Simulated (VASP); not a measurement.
# Cu (R-3m) in VASP: notebook

The runs below take Cu through electric field gradients, with PBEsol.

All numbers are computed with VASP 6.6.1; they aren't measurements. Logs are shortened: lines on timing, memory, paths and dates and some standing lists are left out, and cuts for length are marked.

### Step 1. The cell of the first run

The structure is trigonal, space group R-3m (No. 166). The conventional cell has a = 2.569 Å, b = 2.569 Å, c = 6.199 Å, α = 90.00°, β = 90.00°, γ = 120.00°. Cu (site symmetry -3m) has 12 Cu at 2.54 to 2.57 Å within 3.4 Å.

### Step 2. Electric field gradients, PBEsol (equal xy, yz and zx shear strains of -1 %)

File INCAR:

```
SYSTEM = Cu
PREC     = Accurate       ! precision mode
ENCUT    = 520            ! plane-wave cutoff, eV
EDIFF    = 1E-8           ! SCF threshold, eV
ISMEAR   = -1             ! smearing method
SIGMA    = 0.03           ! smearing width, eV
LREAL    = .False.        ! projectors in reciprocal space
LASPH    = .True.         ! aspherical terms in the spheres
NELM     = 60             ! most SCF steps
ALGO     = Normal         ! electronic algorithm
ISIF     = 2              ! what is computed and relaxed
LWAVE    = .False.        ! write WAVECAR
LCHARG   = .False.        ! write CHGCAR
GGA      = PS             ! functional
LEFG     = .True.       
NBANDS   = 12             ! bands
```

File KPOINTS:

```
Automatic mesh
0
Gamma
  17 17 17
  0 0 0
```

File POSCAR:

```
Cu
1.0
   -0.0180750000      1.7984625000      1.7984625000
    1.7984625000     -0.0180750000      1.7984625000
    1.7984625000      1.7984625000     -0.0180750000
Cu
1
Direct
    0.0000000000      0.0000000000      0.0000000000
```

Potentials or basis: VASP PAW PBE potentials, release 64 (Cu).

On the command line:

```console
> cat potpaw_PBE.64/Cu/POTCAR > POTCAR
> mpirun -np 1 vasp_std > vasp.out
```

OUTCAR:

```text
SYSTEM = Cu
   PREC = Accurate
   ENCUT = 520
   EDIFF = 1E-8
   ISMEAR = -1
   LREAL = .False.
   LASPH = .True.
   NELM = 60
   ISIF = 2
   GGA = PS

 ion  position               nearest neighbor table
   1  0.000  0.000  0.000-

  LATTYP: Found a trigonal (rhomboedric) cell.
 ALAT       =     2.5434742840
 COS(alpha) =     0.4899250057

  Lattice vectors:

 A1 = (  -0.0180750000,   1.7984625000,   1.7984625000)
 A2 = (   1.7984625000,  -0.0180750000,   1.7984625000)
 A3 = (   1.7984625000,   1.7984625000,  -0.0180750000)

Analysis of symmetry for initial positions (statically):
=====================================================================
 Subroutine PRICEL returns:
 Original cell was already a primitive cell.

 Routine SETGRP: Setting up the symmetry group for a
 trigonal (rhombohedral) supercell.

 Subroutine GETGRP returns: Found 12 space group operations
 (whereof 12 operations were pure point group operations)
 out of a pool of 12 trial point group operations.

The static configuration has the point symmetry D_3d.

Analysis of symmetry for dynamics (positions and initial velocities):
=====================================================================
 Subroutine PRICEL returns:
 Original cell was already a primitive cell.

 Routine SETGRP: Setting up the symmetry group for a
 trigonal (rhombohedral) supercell.

 Subroutine GETGRP returns: Found 12 space group operations
 (whereof 12 operations were pure point group operations)
 out of a pool of 12 trial point group operations.

The dynamic configuration has the point symmetry D_3d.

 Subroutine INISYM returns: Found 12 space group operations
 (whereof 12 operations are pure point group operations),
 and found     1 'primitive' translations

----------------------------------------------------------------------------------------

                                     Primitive cell

  volume of cell :      11.8095

  direct lattice vectors                    reciprocal lattice vectors
    -0.018075000  1.798462500  1.798462500    -0.273858782  0.276639074  0.276639074
     1.798462500 -0.018075000  1.798462500     0.276639074 -0.273858782  0.276639074
     1.798462500  1.798462500 -0.018075000     0.276639074  0.276639074 -0.273858782

  length of vectors
     2.543474284  2.543474284  2.543474284     0.477553125  0.477553125  0.477553125

  position of ions in fractional coordinates (direct lattice)
     0.000000000  0.000000000  0.000000000

  ion indices of the primitive-cell ions
   primitive index   ion index
                 1           1

----------------------------------------------------------------------------------------

 KPOINTS: Automatic mesh

Automatic generation of k-mesh.
 Grid dimensions read from file:
 generate k-points for:   17   17   17

 Generating k-lattice:

  Cartesian coordinates                     Fractional coordinates (reciprocal lattice)
    -0.016109340  0.016272887  0.016272887     0.058823529  0.000000000 -0.000000000
     0.016272887 -0.016109340  0.016272887     0.000000000  0.058823529 -0.000000000
     0.016272887  0.016272887 -0.016109340     0.000000000  0.000000000  0.058823529

  Length of vectors
     0.028091360  0.028091360  0.028091360

  Shift w.r.t. Gamma in fractional coordinates (k-lattice)
     0.000000000  0.000000000  0.000000000

 Subroutine IBZKPT returns following result:
 ===========================================

 Found    489 irreducible k-points:

 Following reciprocal coordinates:
            Coordinates               Weight
  0.000000  0.000000  0.000000      1.000000
  0.058824 -0.000000 -0.000000      6.000000
  0.117647  0.000000 -0.000000      6.000000
  0.176471  0.000000  0.000000      6.000000
  0.235294  0.000000 -0.000000      6.000000
  0.294118 -0.000000 -0.000000      6.000000
[... 16 lines left out ...]
 -0.176471  0.058824  0.000000     12.000000
 -0.117647  0.058824  0.000000     12.000000
 [... further k-points ...]
   k-points           NKPTS =    489   k-points in BZ     NKDIM =    489   number of bands    NBANDS=     12
   number of dos      NEDOS =    301   number of ions     NIONS =      1
   total plane-waves  NPLWV =   8000
   dimension x,y,z NGX =    20 NGY =   20 NGZ =   20
   dimension x,y,z NGXF=    40 NGYF=   40 NGZF=   40
   ions per type =               1
   NGX,Y,Z   is equivalent  to a cutoff of  13.07, 13.07, 13.07 a.u.
   NGXF,Y,Z  is equivalent  to a cutoff of  26.14, 26.14, 26.14 a.u.
 SYSTEM =  Cu
   PREC   = accura    normal or accurate (medium, high low for compatibility)
   ISTART =      0    job   : 0-new  1-cont  2-samecut
   ICHARG =      2    charge: 1-file 2-atom 10-const
   ISPIN  =      1    spin polarized calculation?
   LNONCOLLINEAR =      F non collinear calculations
   LSORBIT =      F    spin-orbit coupling
   LASPH  =      T    aspherical Exc in radial PAW
   ENCUT  =  520.0 eV  38.22 Ry    6.18 a.u.   4.73  4.73  4.73*2*pi/ulx,y,z
   NELM   =     60;   NELMIN=  2; NELMDL= -5     # of ELM steps
   EDIFF  = 0.1E-07   stopping-criterion for ELM
   LREAL  =      F    real-space projection
   EDIFFG = 0.1E-06   stopping-criterion for IOM
   NSW    =      0    number of steps for IOM
   IBRION =     -1    ionic relax: 0-MD 1-quasi-New 2-CG
   NFREE  =      0    steps in history (QN), initial steepest desc. (CG)
   ISIF   =      2    stress and relaxation
   ISYM   =      2    0-nonsym 1-usesym 2-fastsym
   POTIM  = 0.5000    time-step for ionic-motion
   TEBEG  =    0.0;   TEEND  =   0.0 temperature during run
   PSTRESS=    0.0 pullay stress
   NELECT =      11.0000    total number of electrons
   NUPDOWN=      -1.0000    fix difference up-down
   EMIN   =  10.00;   EMAX   =-10.00  energy-range for DOS
   EFERMI =   0.00;   METHOD = LEGACY
   ISMEAR =    -1;   SIGMA  =   0.03  broadening in eV -4-tet -1-fermi 0-gaus
   EFERMI_NEDOS =   21; number of points for ismear=-14 and -15
   IALGO  =     38    algorithm
   IMIX   =      4    mixing-type and parameters
     AMIX     =   0.40;   BMIX     =  1.00
     AMIX_MAG =   1.60;   BMIX_MAG =  1.00
  volume/ion in A,a.u.               =      11.81        79.69
  Fermi-wavevector in a.u.,A,eV,Ry     =   1.598803  3.021300 34.778823  2.556171
  Thomas-Fermi vector in A             =   2.696196
   LORBIT       =      0    0 simple, 1 ext, 2 COOP (PROOUT), +10 PAW based schemes
   GGA     = PS    functional components
   LHFCALC =     F    Hartree Fock is set to
   AEXX    =    0.0000 exact exchange contribution
   IVDW    =     0    specifies the selected vdW correction
   LEPSILON=     F    determine dielectric tensor
   LRPA    =     F    only Hartree local field effects (RPA)
 non-spin polarized calculation
  energy-cutoff  :      520.00
  volume of cell :       11.81
 maximum number of plane-waves:       331
   NGX =  9   NGY =  9   NGZ =  9

 number of electron      11.0000000 magnetization

 Free energy of the ion-electron system (eV)
  ---------------------------------------------------
  ext. energy  EPLUGINS =         0.00000000
  ---------------------------------------------------
  free energy    TOTEN  =        -4.29877631 eV

  energy without entropy =       -4.29784210  energy(sigma->0) =       -4.29830921

 E-fermi :   7.4603     XC(G=0): -12.9090

 val. band max:        7.4405271120   @ k =  -0.3529   0.1765   0.0000
 cond. band min:       7.4690438803   @ k =  -0.2941   0.2353  -0.0000
 fundamental gap:      0.0285167683
 Fermi energy:         7.4603455947

 k-point     1 :       0.0000    0.0000    0.0000
  band No.  band energies     occupation
      1      -1.9885      2.00000
      2       4.3377      2.00000
      3       4.3377      2.00000
      4       4.4183      2.00000
      5       5.1989      2.00000
      6       5.1989      2.00000
      7      29.9488      0.00000
      8      32.3536      0.00000
      9      32.3536      0.00000
     10      33.1339      0.00000
     11      34.8704      0.00000
     12      34.8704      0.00000

 k-point     2 :       0.0588   -0.0000   -0.0000
  band No.  band energies     occupation
      1      -1.8633      2.00000
      2       4.3160      2.00000
      3       4.3596      2.00000
      4       4.4380      2.00000
      5       5.1902      2.00000
      6       5.1902      2.00000
      7      29.1051      0.00000
      8      31.0799      0.00000
      9      31.9737      0.00000
     10      32.6640      0.00000
     11      35.4305      0.00000
     12      35.9049      0.00000
[... 316 lines left out ...]
 k-point    24 :      -0.1176    0.0588    0.0000
  band No.  band energies     occupation
      1      -1.2107      2.00000
      2       4.1831      2.00000
      3       4.4590      2.00000
      4       4.5429      2.00000
      5       5.0988      2.00000
      6       5.2420      2.00000
      7      25.4644      0.00000
      8      27.9991      0.00000
      9      31.8164      0.00000
     10      33.3730      0.00000
     11      35.5755      0.00000
     12      36.3573      0.00000

 [... further k-points ...]
[... 5 lines left out ...]
  --------------------------------------------------------------------------------------
  -------------------------------------------------------------------------------------
  Total       -0.4372806     -0.4372806     -0.4372806      0.0522897      0.0522897      0.0522897
  in kB      -59.3251162    -59.3251162    -59.3251162      7.0940507      7.0940507      7.0940507
  external PRESSURE =     -59.3251162 kB  Pullay stress =       0.0000000 kB

 VOLUME and BASIS-vectors are now :
 -----------------------------------------------------------------------------
  energy-cutoff  :      520.00
  volume of cell :       11.81
      direct lattice vectors                 reciprocal lattice vectors
    -0.018075000  1.798462500  1.798462500    -0.273858782  0.276639074  0.276639074
     1.798462500 -0.018075000  1.798462500     0.276639074 -0.273858782  0.276639074
     1.798462500  1.798462500 -0.018075000     0.276639074  0.276639074 -0.273858782

 POSITION                                       TOTAL-FORCE (eV/Angst)
 -----------------------------------------------------------------------------------
      0.00000      0.00000      0.00000        -0.000000      0.000000     -0.000000
 -----------------------------------------------------------------------------------
    total drift:                                0.000000      0.000000      0.000000

  FREE ENERGIE OF THE ION-ELECTRON SYSTEM (eV)
  ---------------------------------------------------
  free  energy   TOTEN  =        -4.2987763103 eV

  energy  without entropy=       -4.2978421021  energy(sigma->0) =       -4.29830921

 Electric field gradients (V/A^2)
---------------------------------------------------------------------
 ion       V_xx      V_yy      V_zz      V_xy      V_xz      V_yz
---------------------------------------------------------------------
   1      -0.000    -0.000    -0.000    -0.398    -0.398    -0.398
---------------------------------------------------------------------

 Electric field gradients after diagonalization (V/A^2)
 (convention: |V_zz| > |V_xx| > |V_yy|)
----------------------------------------------------------------------
 ion       V_xx      V_yy      V_zz     asymmetry (V_yy - V_xx)/ V_zz
----------------------------------------------------------------------
   1       0.398     0.398    -0.797       0.000
----------------------------------------------------------------------

           NMR quadrupolar parameters

 Cq : quadrupolar parameter    Cq=e*Q*V_zz/h
 eta: asymmetry parameters     (V_yy - V_xx)/ V_zz
 Q  : nuclear electric quadrupole moment in mb (millibarn)
----------------------------------------------------------------------
 ion       Cq(MHz)       eta       Q (mb)
----------------------------------------------------------------------
   1      -0.002       0.000       1.000
----------------------------------------------------------------------
```

Wall time 28 s (1 thread of Intel Xeon 6975P-C (Granite Rapids), shared host); peak memory 0.17 GiB.

Results:

* Free energy: -4.2988 eV
* Pressure: -5.9 GPa

Electric field gradients, principal values (V/Å²):
| atom | least | middle | greatest (by size) |
| --- | --- | --- | --- |
| 1 Cu | 0.398 | 0.398 | -0.797 |

Caveat: the cell differs from its parent crystal (equal xy, yz and zx shear strains of -1 %); without QUAD_EFG the Cq values of the log hold for a quadrupole moment of 1 mb, not for the nuclei; the PAW data sets were made with another functional, which shifts forces and pressure a little.

### Step 3. Electric field gradients, PBEsol (equal xy, yz and zx shear strains of +2 %)

File INCAR:

```
PREC = Accurate
ENCUT = 520
EDIFF = 1E-8
ISMEAR = -1
SIGMA = 0.03
LREAL = False
LASPH = True
NELM = 60
ALGO = Normal
ISIF = 2
LWAVE = False
LCHARG = False
GGA = PS
LEFG = True
NBANDS = 12
```

File KPOINTS:

```
Automatic mesh
0
Gamma
  17 17 17
```

File POSCAR:

```
Cu
1.0
    0.0361500000      1.8255750000      1.8255750000
    1.8255750000      0.0361500000      1.8255750000
    1.8255750000      1.8255750000      0.0361500000
Cu
1
Direct
    0.0000000000      0.0000000000      0.0000000000
```

Potentials or basis: VASP PAW PBE potentials, release 64 (Cu).

On the command line:

```console
> cat potpaw_PBE.64/Cu/POTCAR > POTCAR
> mpirun -np 1 vasp_std > vasp.out
```

OUTCAR:

```text
PREC = Accurate
   ENCUT = 520
   EDIFF = 1E-8
   ISMEAR = -1
   LREAL = False
   LASPH = True
   NELM = 60
   ISIF = 2
   GGA = PS

 ion  position               nearest neighbor table
   1  0.000  0.000  0.000-

  LATTYP: Found a trigonal (rhomboedric) cell.
 ALAT       =     2.5820059999
 COS(alpha) =     0.5197000882

  Lattice vectors:

 A1 = (   0.0361500000,   1.8255750000,   1.8255750000)
 A2 = (   1.8255750000,   0.0361500000,   1.8255750000)
 A3 = (   1.8255750000,   1.8255750000,   0.0361500000)

Analysis of symmetry for initial positions (statically):
=====================================================================
 Subroutine PRICEL returns:
 Original cell was already a primitive cell.

 Routine SETGRP: Setting up the symmetry group for a
 trigonal (rhombohedral) supercell.

 Subroutine GETGRP returns: Found 12 space group operations
 (whereof 12 operations were pure point group operations)
 out of a pool of 12 trial point group operations.

The static configuration has the point symmetry D_3d.

Analysis of symmetry for dynamics (positions and initial velocities):
=====================================================================
 Subroutine PRICEL returns:
 Original cell was already a primitive cell.

 Routine SETGRP: Setting up the symmetry group for a
 trigonal (rhombohedral) supercell.

 Subroutine GETGRP returns: Found 12 space group operations
 (whereof 12 operations were pure point group operations)
 out of a pool of 12 trial point group operations.

The dynamic configuration has the point symmetry D_3d.

 Subroutine INISYM returns: Found 12 space group operations
[... 152 lines left out ...]
      2       4.2666      2.00000
      3       4.4147      2.00000
      4       4.4147      2.00000
      5       5.2086      2.00000
      6       5.2086      2.00000
      7      29.7545      0.00000
      8      31.8808      0.00000
      9      33.1056      0.00000
     10      33.1056      0.00000
     11      34.2062      0.00000
     12      35.4991      0.00000
[... 331 lines left out ...]
 k-point    24 :      -0.1176    0.0588    0.0000
  band No.  band energies     occupation
      1      -1.1852      2.00000
      2       4.2370      2.00000
      3       4.4130      2.00000
      4       4.5776      2.00000
      5       5.0862      2.00000
      6       5.2286      2.00000
      7      25.9149      0.00000
      8      28.4533      0.00000
      9      31.0080      0.00000
     10      32.9880      0.00000
     11      34.8935      0.00000
     12      36.1081      0.00000

 [... further k-points ...]
[... 5 lines left out ...]
  --------------------------------------------------------------------------------------
  -------------------------------------------------------------------------------------
  Total       -0.4214540     -0.4214540     -0.4214540     -0.1118131     -0.1118131     -0.1118131
  in kB      -57.1906872    -57.1906872    -57.1906872    -15.1728719    -15.1728719    -15.1728719
  external PRESSURE =     -57.1906872 kB  Pullay stress =       0.0000000 kB

 VOLUME and BASIS-vectors are now :
 -----------------------------------------------------------------------------
  energy-cutoff  :      520.00
  volume of cell :       11.81
      direct lattice vectors                 reciprocal lattice vectors
     0.036150000  1.825575000  1.825575000    -0.282158772  0.276679961  0.276679961
     1.825575000  0.036150000  1.825575000     0.276679961 -0.282158772  0.276679961
     1.825575000  1.825575000  0.036150000     0.276679961  0.276679961 -0.282158772

 POSITION                                       TOTAL-FORCE (eV/Angst)
 -----------------------------------------------------------------------------------
      0.00000      0.00000      0.00000         0.000000     -0.000000      0.000000
 -----------------------------------------------------------------------------------
    total drift:                                0.000000      0.000000      0.000000

  FREE ENERGIE OF THE ION-ELECTRON SYSTEM (eV)
  ---------------------------------------------------
  free  energy   TOTEN  =        -4.2963152865 eV

  energy  without entropy=       -4.2951547932  energy(sigma->0) =       -4.29573504

 Electric field gradients (V/A^2)
---------------------------------------------------------------------
 ion       V_xx      V_yy      V_zz      V_xy      V_xz      V_yz
---------------------------------------------------------------------
   1      -0.000     0.000     0.000     1.027     1.027     1.027
---------------------------------------------------------------------

 Electric field gradients after diagonalization (V/A^2)
 (convention: |V_zz| > |V_xx| > |V_yy|)
----------------------------------------------------------------------
 ion       V_xx      V_yy      V_zz     asymmetry (V_yy - V_xx)/ V_zz
----------------------------------------------------------------------
   1      -1.027    -1.027     2.054       0.000
----------------------------------------------------------------------

           NMR quadrupolar parameters

 Cq : quadrupolar parameter    Cq=e*Q*V_zz/h
 eta: asymmetry parameters     (V_yy - V_xx)/ V_zz
 Q  : nuclear electric quadrupole moment in mb (millibarn)
----------------------------------------------------------------------
 ion       Cq(MHz)       eta       Q (mb)
----------------------------------------------------------------------
   1       0.005       0.000       1.000
----------------------------------------------------------------------
```

stdout:

```text
POSCAR found type information on POSCAR Cu
 POSCAR found :  1 types and       1 ions
 scaLAPACK will be used
 -----------------------------------------------------------------------------
|                                                                             |
|                                                                             |
|     You enforced a specific xc type in the INCAR file but a different       |
|     I HOPE YOU KNOW WHAT YOU ARE DOING!                                     |
|                                                                             |
 -----------------------------------------------------------------------------

 LDA part: xc-table for (Slater+PW92), standard interpolation
 POSCAR, INCAR and KPOINTS ok, starting setup
 FFT: planning ... GRIDC
 FFT: planning ... GRID_SOFT
 FFT: planning ... GRID
 WAVECAR not read
 entering main loop
ion   1
```

It took 34 s on 1 thread of Intel Xeon 6975P-C (Granite Rapids), shared host; peak memory 0.17 GiB.

What came out:

- Free energy: -4.2963 eV
- Pressure: -5.7 GPa

Electric field gradients, principal values (V/Å²):
| atom | least | middle | greatest (by size) |
| --- | --- | --- | --- |
| 1 Cu | -1.027 | -1.027 | 2.054 |

Caveat: the cell differs from its parent crystal (equal xy, yz and zx shear strains of +2 %); without QUAD_EFG the Cq values of the log hold for a quadrupole moment of 1 mb, not for the nuclei; the PAW data sets were made with another functional, which shifts forces and pressure a little.
